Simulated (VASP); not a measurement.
# Ge (Fd-3m) in VASP: a series of runs, part 2 of 2

VASP 6.6.1. Earlier steps stand in the parts before.

### 6 Single point, LDA (volume scaled by 0.94)

INCAR

```
SYSTEM = Ge
PREC = Accurate
ENCUT = 520
EDIFF = 1E-6
ISMEAR = -1
SIGMA = 0.05
LREAL = .False.
LASPH = .True.
NELM = 60
ALGO = Normal
ISIF = 2
LWAVE = .False.
LCHARG = .True.
LELF = .True.
LVHAR = .True.
NBANDS = 21
```

KPOINTS

```
regular mesh
0
Gamma
  10 10 10
  0 0 0
```

POSCAR

```
Ge
1.0
    0.0000000000      2.7710237968      2.7710237968
    2.7710237968      0.0000000000      2.7710237968
    2.7710237968      2.7710237968      0.0000000000
Ge
2
Direct
    0.5000000000      0.5000000000      0.5000000000
    0.7500000000      0.7500000000      0.7500000000
```

Potentials or basis: VASP PAW LDA potentials, release 64 (Ge_d).

Started as:

```sh
> cat potpaw_LDA.64/Ge_d/POTCAR > POTCAR
> mpirun -np 1 vasp_std > vasp.out
```

OUTCAR:

```text
SYSTEM = Ge
   PREC = Accurate
   ENCUT = 520
   EDIFF = 1E-6
   ISMEAR = -1
   LREAL = .False.
   LASPH = .True.
   NELM = 60
   ISIF = 2

 ion  position               nearest neighbor table
   1  0.500  0.500  0.500-   2 2.40   2 2.40   2 2.40   2 2.40
   2  0.750  0.750  0.750-   1 2.40   1 2.40   1 2.40   1 2.40

  LATTYP: Found a face centered cubic cell.
 ALAT       =     5.5420475936

  Lattice vectors:

 A1 = (   0.0000000000,   2.7710237968,   2.7710237968)
 A2 = (   2.7710237968,   0.0000000000,   2.7710237968)
 A3 = (   2.7710237968,   2.7710237968,   0.0000000000)

Analysis of symmetry for initial positions (statically):
=====================================================================
 Subroutine PRICEL returns:
 Original cell was already a primitive cell.

 Routine SETGRP: Setting up the symmetry group for a
 face centered cubic supercell.

 Subroutine GETGRP returns: Found 48 space group operations
 (whereof 24 operations were pure point group operations)
 out of a pool of 48 trial point group operations.

The static configuration has the point symmetry T_d .
 The point group associated with its full space group is O_h .

Analysis of symmetry for dynamics (positions and initial velocities):
=====================================================================
 Subroutine PRICEL returns:
 Original cell was already a primitive cell.

 Routine SETGRP: Setting up the symmetry group for a
 face centered cubic supercell.

 Subroutine GETGRP returns: Found 48 space group operations
 (whereof 24 operations were pure point group operations)
 out of a pool of 48 trial point group operations.

The dynamic configuration has the point symmetry T_d .
 The point group associated with its full space group is O_h .

 Subroutine INISYM returns: Found 48 space group operations
 (whereof 24 operations are pure point group operations),
 and found     1 'primitive' translations

[... 111 lines left out ...]
   IALGO  =     38    algorithm
   IMIX   =      4    mixing-type and parameters
     AMIX     =   0.40;   BMIX     =  1.00
     AMIX_MAG =   1.60;   BMIX_MAG =  1.00
  volume/ion in A,a.u.               =      21.28       143.59
  Fermi-wavevector in a.u.,A,eV,Ry     =   1.423893  2.690767 27.585409  2.027470
  Thomas-Fermi vector in A             =   2.544442
   LORBIT       =      0    0 simple, 1 ext, 2 COOP (PROOUT), +10 PAW based schemes
   GGA     = CA    functional components
   LHFCALC =     F    Hartree Fock is set to
   AEXX    =    0.0000 exact exchange contribution
   IVDW    =     0    specifies the selected vdW correction
   LEPSILON=     F    determine dielectric tensor
   LRPA    =     F    only Hartree local field effects (RPA)
 non-spin polarized calculation
  energy-cutoff  :      520.00
  volume of cell :       42.56
 maximum number of plane-waves:      1167
 NGX is ok and might be reduce to    30
   NGX = 15   NGY = 15   NGZ = 15

 number of electron      27.9999991 magnetization

 Free energy of the ion-electron system (eV)
  ---------------------------------------------------
  ext. energy  EPLUGINS =         0.00000000
  ---------------------------------------------------
  free energy    TOTEN  =       -10.36771699 eV

  energy without entropy =      -10.36747250  energy(sigma->0) =      -10.36759474

 E-fermi :   5.4638     XC(G=0): -10.5840

 val. band max:        5.3492895119   @ k =   0.0000   0.0000   0.0000
 cond. band min:       5.6125799995   @ k =   0.5000   0.0000   0.0000
 fundamental gap:      0.2632904876
 Fermi energy:         5.4638292200

 k-point     1 :       0.0000    0.0000    0.0000
  band No.  band energies     occupation
      1     -19.6893      2.00000
      2     -19.6893      2.00000
      3     -19.6893      2.00000
      4     -19.6475      2.00000
      5     -19.6475      2.00000
      6     -19.4008      2.00000
[... 565 lines left out ...]
     20      17.2818      0.00000
     21      17.4401      0.00000

 [... further k-points ...]

------------------------ aborting loop because EDIFF is reached ----------------------------------------

  FORCE on cell =-STRESS in cart. coord.  units (eV):
  Direction    XX          YY          ZZ          XY          YZ          ZX
  --------------------------------------------------------------------------------------
  -------------------------------------------------------------------------------------
  Total        0.9850140      0.9850140      0.9850140      0.0000000     -0.0000000     -0.0000000
  in kB       37.0853358     37.0853358     37.0853358      0.0000000     -0.0000000     -0.0000000
  external PRESSURE =      37.0853358 kB  Pullay stress =       0.0000000 kB

 VOLUME and BASIS-vectors are now :
 -----------------------------------------------------------------------------
  energy-cutoff  :      520.00
  volume of cell :       42.56
      direct lattice vectors                 reciprocal lattice vectors
     0.000000000  2.771023797  2.771023797    -0.180438725  0.180438725  0.180438725
     2.771023797  0.000000000  2.771023797     0.180438725 -0.180438725  0.180438725
     2.771023797  2.771023797  0.000000000     0.180438725  0.180438725 -0.180438725

 POSITION                                       TOTAL-FORCE (eV/Angst)
 -----------------------------------------------------------------------------------
      2.77102      2.77102      2.77102        -0.000000     -0.000000     -0.000000
      4.15654      4.15654      4.15654         0.000000      0.000000      0.000000
 -----------------------------------------------------------------------------------
    total drift:                                0.000000     -0.000000     -0.000000

  FREE ENERGIE OF THE ION-ELECTRON SYSTEM (eV)
  ---------------------------------------------------
  free  energy   TOTEN  =       -10.3677169851 eV

  energy  without entropy=      -10.3674724961  energy(sigma->0) =      -10.36759474
```

OSZICAR:

```text
N       E                     dE             d eps       ncg     rms          rms(c)
DAV:   1     0.192022882393E+03    0.19202E+03   -0.14535E+04  2233   0.363E+03
DAV:   2     0.168556819081E+02   -0.17517E+03   -0.16969E+03  1984   0.632E+02
DAV:   3    -0.969103693299E+01   -0.26547E+02   -0.26369E+02  2249   0.142E+02
DAV:   4    -0.105578104816E+02   -0.86677E+00   -0.86632E+00  2214   0.298E+01
DAV:   5    -0.105713892873E+02   -0.13579E-01   -0.13579E-01  2254   0.416E+00    0.358E+00
DAV:   6    -0.104345674694E+02    0.13682E+00   -0.42455E-02  2184   0.157E+00    0.204E+00
DAV:   7    -0.103669515690E+02    0.67616E-01   -0.84400E-02  2178   0.205E+00    0.146E-01
DAV:   8    -0.103676897339E+02   -0.73816E-03   -0.59982E-03  2204   0.778E-01    0.452E-02
DAV:   9    -0.103677207792E+02   -0.31045E-04   -0.89878E-05  2268   0.870E-02    0.137E-02
DAV:  10    -0.103677171400E+02    0.36391E-05   -0.82523E-06  2549   0.419E-02    0.451E-03
DAV:  11    -0.103677169851E+02    0.15492E-06   -0.97485E-07  1531   0.780E-03
   1 F= -.10367717E+02 E0= -.10367595E+02  d E =-.244489E-03
```

Wall time 42 s (1 thread of Intel Xeon 6975P-C, shared host); peak memory 0.16 GiB.

What came out:

```yaml
Free_energy: -10.3677 eV
Pressure: 3.7 GPa
Band_gap_on_the_k_mesh: 0.26 eV, indirect (least direct gap 0.43 eV)
```

 A k mesh can miss the band edges.

### 7 Overview

```csv
cell,gap on the mesh (eV),pressure (GPa)
"a = 3.946 Å, angles 60.0°, 2 atoms",0.19,1.9
"a = 3.974 Å, angles 60.0°, 2 atoms",0.04,0.3
"a = 4.027 Å, angles 60.0°, 2 atoms",none,-2.4
"a = 4.053 Å, angles 60.0°, 2 atoms",none,-3.5
"a = 3.919 Å, angles 60.0°, 2 atoms",0.26,3.7
```

Alike in all rows: task single point; level LDA; potentials or basis VASP PAW LDA potentials, release 64 (Ge_d); no spin polarisation; k mesh 10 × 10 × 10; cutoff (eV) 520; smearing fermi-dirac 0.05 eV.

Absolute energies hang on the potentials; compare differences alone.
